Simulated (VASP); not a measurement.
# Sb (R-3m) in VASP: notebook

Aim: see how the results for Sb move with the level of theory and the settings. Levels: PBE+D3(BJ), LDA. Tasks: single point.

Program: VASP 6.6.1. These are calculated values, not measurements. Logs are shortened: lines on timing, memory, paths and dates and some standing lists are left out, and cuts for length are marked.

## Step 1: The cell of the first run

The structure is trigonal, space group R-3m (No. 166). Conventional cell: a = 4.327 Å, b = 4.327 Å, c = 11.031 Å, α = 90.00°, β = 90.00°, γ = 120.00°. Sb (site symmetry 3m) has 6 Sb at 2.93 to 3.30 Å within 3.9 Å.

## Step 2: Single point, PBE+D3(BJ)

INCAR reads:

```
  PREC = Accurate
  ENCUT = 520
  EDIFF = 1E-6
  ISMEAR = -1
  SIGMA = 0.05
  LREAL = F
  LASPH = T
  NELM = 60
  ALGO = Normal
  ISIF = 2
  LWAVE = F
  LCHARG = F
  GGA = PE
  IVDW = 12
  NBANDS = 12
```

KPOINTS reads:

```
Automatic mesh
0
Gamma
  8 8 8
```

POSCAR reads:

```
Sb
1.0
    2.1632923484      1.2489774197      3.6771626961
   -2.1632923484      1.2489774197      3.6771626961
    0.0000000000     -2.4979548393      3.6771626961
Sb
2
Direct
    0.7642061945      0.7642061945      0.7642061945
    0.2357938055      0.2357938055      0.2357938055
```

Potentials or basis: VASP PAW PBE potentials, release 64 (Sb).

Run with:

```sh
cat potpaw_PBE.64/Sb/POTCAR > POTCAR
mpirun -np 1 vasp_std > vasp.out
```

OUTCAR:

```text
PREC = Accurate
   ENCUT = 520
   EDIFF = 1E-6
   ISMEAR = -1
   LREAL = F
   LASPH = T
   NELM = 60
   ISIF = 2
   GGA = PE
   IVDW = 12
 IVDW          = 12

 ion  position               nearest neighbor table
   1  0.764  0.764  0.764-   2 2.93   2 2.93   2 2.93   2 3.30   2 3.30   2 3.30
   2  0.236  0.236  0.236-   1 2.93   1 2.93   1 2.93   1 3.30   1 3.30   1 3.30

  LATTYP: Found a trigonal (rhomboedric) cell.
 ALAT       =     4.4453688118
 COS(alpha) =     0.5263638660

  Lattice vectors:

 A1 = (   2.1632923484,   1.2489774197,   3.6771626961)
 A2 = (  -2.1632923484,   1.2489774197,   3.6771626961)
 A3 = (   0.0000000000,  -2.4979548393,   3.6771626961)

Analysis of symmetry for initial positions (statically):
=====================================================================
 Subroutine PRICEL returns:
 Original cell was already a primitive cell.

 Routine SETGRP: Setting up the symmetry group for a
 trigonal (rhombohedral) supercell.

 Subroutine GETGRP returns: Found 12 space group operations
 (whereof 12 operations were pure point group operations)
 out of a pool of 12 trial point group operations.

The static configuration has the point symmetry D_3d.

Analysis of symmetry for dynamics (positions and initial velocities):
=====================================================================
 Subroutine PRICEL returns:
 Original cell was already a primitive cell.

 Routine SETGRP: Setting up the symmetry group for a
 trigonal (rhombohedral) supercell.

 Subroutine GETGRP returns: Found 12 space group operations
 (whereof 12 operations were pure point group operations)
 out of a pool of 12 trial point group operations.

The dynamic configuration has the point symmetry D_3d.

 Subroutine INISYM returns: Found 12 space group operations
 (whereof 12 operations are pure point group operations),
 and found     1 'primitive' translations

----------------------------------------------------------------------------------------

                                     Primitive cell

  volume of cell :      59.6120

  direct lattice vectors                    reciprocal lattice vectors
     2.163292348  1.248977420  3.677162696     0.231129186  0.133442498  0.090649602
    -2.163292348  1.248977420  3.677162696    -0.231129186  0.133442498  0.090649602
     0.000000000 -2.497954839  3.677162696     0.000000000 -0.266884996  0.090649602

  length of vectors
     4.445368812  4.445368812  4.445368812     0.281859808  0.281859808  0.281859808

  position of ions in fractional coordinates (direct lattice)
     0.764206194  0.764206194  0.764206194
[... 90 lines left out ...]
   NUPDOWN=      -1.0000    fix difference up-down
   EMIN   =  10.00;   EMAX   =-10.00  energy-range for DOS
   EFERMI =   0.00;   METHOD = LEGACY
   ISMEAR =    -1;   SIGMA  =   0.05  broadening in eV -4-tet -1-fermi 0-gaus
   EFERMI_NEDOS =   21; number of points for ismear=-14 and -15
   IALGO  =     38    algorithm
   IMIX   =      4    mixing-type and parameters
     AMIX     =   0.40;   BMIX     =  1.00
     AMIX_MAG =   1.60;   BMIX_MAG =  1.00
  volume/ion in A,a.u.               =      29.81       201.14
  Fermi-wavevector in a.u.,A,eV,Ry     =   0.902880  1.706196 11.091373  0.815193
  Thomas-Fermi vector in A             =   2.026138
   LORBIT       =      0    0 simple, 1 ext, 2 COOP (PROOUT), +10 PAW based schemes
   GGA     = PE    functional components
   LHFCALC =     F    Hartree Fock is set to
   AEXX    =    0.0000 exact exchange contribution
   IVDW    =    12    specifies the selected vdW correction
   LEPSILON=     F    determine dielectric tensor
   LRPA    =     F    only Hartree local field effects (RPA)
 non-spin polarized calculation
  energy-cutoff  :      520.00
  volume of cell :       59.61
 maximum number of plane-waves:      1618
 NGX is ok and might be reduce to    36
   NGX = 17   NGY = 17   NGZ = 17

 number of electron      10.0000000 magnetization

 Free energy of the ion-electron system (eV)
  ---------------------------------------------------
  ext. energy  EPLUGINS =         0.00000000
  ---------------------------------------------------
  free energy    TOTEN  =        -8.25231920 eV

  energy without entropy =       -8.24958000  energy(sigma->0) =       -8.25094960

 E-fermi :   7.4509     XC(G=0):  -9.5987

 val. band max:        7.4247881010   @ k =   0.3750   0.2500   0.2500
 cond. band min:       7.4799297342   @ k =   0.3750   0.1250   0.1250
 fundamental gap:      0.0551416332
 Fermi energy:         7.4508986366

 k-point     1 :       0.0000    0.0000    0.0000
  band No.  band energies     occupation
      1      -5.3329      2.00000
      2       2.7191      2.00000
      3       5.4607      2.00000
      4       5.5710      2.00000
      5       5.5710      2.00000
      6       9.7265      0.00000
      7      10.2309      0.00000
      8      10.2309      0.00000
      9      12.3536      0.00000
     10      12.3536      0.00000
     11      12.5410      0.00000
     12      14.0164      0.00000
[... 331 lines left out ...]
 k-point    24 :       0.3750    0.1250    0.1250
  band No.  band energies     occupation
      1      -4.3048      2.00000
      2      -0.1433      2.00000
      3       4.1218      2.00000
      4       6.0080      2.00000
      5       7.4799      0.71758
      6       7.6482      0.03795
      7       7.8924      0.00029
      8      10.5809      0.00000
      9      12.3711      0.00000
     10      13.2793      0.00000
     11      14.9072      0.00000
     12      16.2984      0.00000

 [... further k-points ...]

------------------------ aborting loop because EDIFF is reached ----------------------------------------

 Edisp (eV)   -0.95832

 E8    (eV) :    -0.4471

  FORCE on cell =-STRESS in cart. coord.  units (eV):
  Direction    XX          YY          ZZ          XY          YZ          ZX
  --------------------------------------------------------------------------------------
  -------------------------------------------------------------------------------------
  Total       0.02305     0.02305     0.02552     0.00000     0.00000     0.00000
  in kB       0.61946     0.61946     0.68587     0.00000     0.00000     0.00000
  external pressure =        0.64 kB  Pullay stress =        0.00 kB

 VOLUME and BASIS-vectors are now :
 -----------------------------------------------------------------------------
  energy-cutoff  :      520.00
  volume of cell :       59.61
      direct lattice vectors                 reciprocal lattice vectors
     2.163292348  1.248977420  3.677162696     0.231129186  0.133442498  0.090649602
    -2.163292348  1.248977420  3.677162696    -0.231129186  0.133442498  0.090649602
     0.000000000 -2.497954839  3.677162696     0.000000000 -0.266884996  0.090649602

 POSITION                                       TOTAL-FORCE (eV/Angst)
 -----------------------------------------------------------------------------------
      0.00000      0.00000      8.43033         0.000000     -0.000000     -0.041255
      0.00000      0.00000      2.60116         0.000000      0.000000      0.041255
 -----------------------------------------------------------------------------------
    total drift:                               -0.000000     -0.000000      0.000000

  FREE ENERGIE OF THE ION-ELECTRON SYSTEM (eV)
  ---------------------------------------------------
  free  energy   TOTEN  =        -9.2106364076 eV

  energy  without entropy=       -9.2078972053  energy(sigma->0) =       -9.20926681
```

OSZICAR:

```text
N       E                     dE             d eps       ncg     rms          rms(c)
DAV:   1     0.350099821312E+02    0.35010E+02   -0.35396E+03  1560   0.652E+02
DAV:   2    -0.637870182862E+01   -0.41389E+02   -0.40118E+02  2048   0.110E+02
DAV:   3    -0.823656198188E+01   -0.18579E+01   -0.18481E+01  1920   0.255E+01
DAV:   4    -0.825164957753E+01   -0.15088E-01   -0.15086E-01  1824   0.279E+00
DAV:   5    -0.825184042390E+01   -0.19085E-03   -0.19085E-03  1868   0.338E-01    0.300E+00
DAV:   6    -0.825193647237E+01   -0.96048E-04   -0.19379E-03  1840   0.306E-01    0.181E+00
DAV:   7    -0.825217551369E+01   -0.23904E-03   -0.48475E-03  1820   0.471E-01    0.815E-02
DAV:   8    -0.825229721271E+01   -0.12170E-03   -0.12579E-04  1928   0.698E-02    0.201E-02
DAV:   9    -0.825231780299E+01   -0.20590E-04   -0.25819E-05  1800   0.302E-02    0.376E-03
DAV:  10    -0.825231906329E+01   -0.12603E-05   -0.18792E-06  1852   0.782E-03    0.110E-03
DAV:  11    -0.825231920094E+01   -0.13766E-06   -0.21683E-07  1044   0.286E-03
   1 F= -.92106364E+01 E0= -.92092668E+01  d E =-.273920E-02
```

stdout:

```text
POSCAR found type information on POSCAR Sb
 POSCAR found :  1 types and       2 ions
 scaLAPACK will be used
 LDA part: xc-table for (Slater+PW92), standard interpolation
 POSCAR, INCAR and KPOINTS ok, starting setup
 FFT: planning ... GRIDC
 FFT: planning ... GRID_SOFT
 FFT: planning ... GRID
 WAVECAR not read
 entering main loop
```

It took 15 s on 1 thread of Intel Xeon 6975P-C (Granite Rapids), shared host; peak memory 0.22 GiB.

What came out:

```
Free energy                : -9.2106 eV
Pressure                   : 0.1 GPa
Largest force              : 0.041 eV/Å
Band gap on the k mesh     : zero (band 5 reaches 7.48 eV, above the bottom of band 6 at 7.25 eV)
Dispersion energy per atom : -0.479 eV
```

Forces in eV/Å, atoms in the order of the input:
```
Sb   0.000  0.000 -0.041
Sb   0.000  0.000  0.041
```

Levels at points of the mesh, in eV from the Fermi level:
```
           k point  band 1  band 2  band 3  band 4  band 5  band 6  band 7  band 8  band 9  band 10
(0.00, 0.00, 0.00)  -12.78   -4.73   -1.99   -1.88   -1.88    2.28    2.78    2.78    4.90     4.90
(0.50, 0.00, 0.00)  -10.37   -9.75   -1.82   -1.63   -0.35   -0.20    0.22    0.26    7.84     8.52
(0.50, 0.50, 0.00)  -10.37   -7.93   -5.60   -3.80   -3.78    1.57    5.03    5.44    7.09     8.73
(0.50, 0.50, 0.50)  -11.04   -9.16   -1.33   -1.33   -0.51   -0.09   -0.09    0.91    7.27     8.77
```

Caveat: spin-orbit coupling is left out, which moves the levels of the heavy elements; pairwise dispersion overbinds metals, which lowers pressure and volume.

## Step 3: Single point, LDA

This run uses another cell than the first one, of 30.21 Å³/atom, 1.013 times its volume.

INCAR reads:

```
SYSTEM = Sb
PREC = Accurate
ENCUT = 520
EDIFF = 1E-6
ISMEAR = 0
SIGMA = 0.05
LREAL = .False.
LASPH = .True.
NELM = 60
ALGO = Normal
ISIF = 2
LWAVE = .False.
LCHARG = .False.
NBANDS = 12
```

KPOINTS reads:

```
regular mesh
0
Gamma
  8 8 8
  0 0 0
```

POSCAR reads:

```
Sb
1.0
    2.1542000000      1.2437279499      3.7580000000
   -2.1542000000      1.2437279499      3.7580000000
    0.0000000000     -2.4874558998      3.7580000000
Sb
2
Direct
    0.7665100000      0.7665100000      0.7665100000
    0.2334900000      0.2334900000      0.2334900000
```

Potentials or basis: VASP PAW LDA potentials, release 64 (Sb).

Run with:

```sh
cat potpaw_LDA.64/Sb/POTCAR > POTCAR
mpirun -np 1 vasp_std > vasp.out
```

Wall time 12 s (1 thread of Intel Xeon 6975P-C (Granite Rapids), shared host); peak memory 0.18 GiB.

It converged, with:

```yaml
Free_energy: -9.6247 eV
Pressure: -0.9 GPa
Largest_force: 0.064 eV/Å
Band_gap_on_the_k_mesh: zero (band 5 reaches 7.20 eV, above the bottom of band 6 at 6.89 eV)
```

Forces on the atoms (eV/Å):
```
Sb   0.000  0.000 -0.064
Sb   0.000  0.000  0.064
```

Stress tensor (GPa, compression positive):
```
-0.70  0.00  0.00
 0.00 -0.70  0.00
 0.00  0.00 -1.35
```

Levels at points of the mesh, in eV from the Fermi level:
```csv
k point,band 3,band 4,band 5,band 6,band 7,band 8
"(0.00, 0.00, 0.00)",-2.12,-1.86,-1.86,1.99,2.60,2.60
"(0.50, 0.00, 0.00)",-1.99,-1.88,-0.35,-0.31,0.10,0.44
"(0.50, 0.50, 0.00)",-5.49,-3.80,-3.71,1.47,4.82,5.40
"(0.50, 0.50, 0.50)",-1.37,-1.37,-0.60,0.07,0.07,1.05
```

Caveat: spin-orbit coupling is left out, which moves the levels of the heavy elements.
